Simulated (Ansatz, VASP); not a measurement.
# BaTiO3: VASP beside Ansatz

```
CELL_PARAMETERS angstrom
4.05243 0.00000 0.00000
0.00000 4.05243 0.00000
0.00000 0.00000 4.07087
ATOMIC_POSITIONS crystal
Ba 0.00000 0.00000 0.00000
Ti 0.50000 0.50000 0.48200
O 0.50000 0.50000 0.01600
O 0.50000 0.00000 0.51500
O 0.00000 0.50000 0.51500
```

Change from the starting cell: volume scaled by 1.04.

Alike in both runs: task single point; functional PBEsol; k mesh 7 × 7 × 7; occupations fermi-dirac, width 0.08 eV; no spin polarisation.

|  | VASP | Ansatz |
| --- | --- | --- |
| version | VASP 6.6.1 | Ansatz 0.2.0 |
| potentials or method | VASP PAW PBE potentials, release 64 (Ba_sv, Ti_sv, O), cutoff 520 eV | all-electron LAPW, scalar-relativistic |

|  | VASP | Ansatz | Ansatz less VASP |
| --- | --- | --- | --- |
| pressure (GPa) | -7.8 | -9.4 | -1.57 |
| traceless stress, the component that is largest in VASP (GPa) | 0.87 | 0.81 | -0.065 |
| rms of the force components (eV/Å) | 0.185 | 0.197 | +0.0121 |

VASP's potentials were made for PBE, not for PBEsol. Atom by atom the forces differ by 0.017 eV/Å (rms over components). Ansatz ran all-electron here, and VASP with PAW potentials.

Spin-orbit coupling is off throughout.
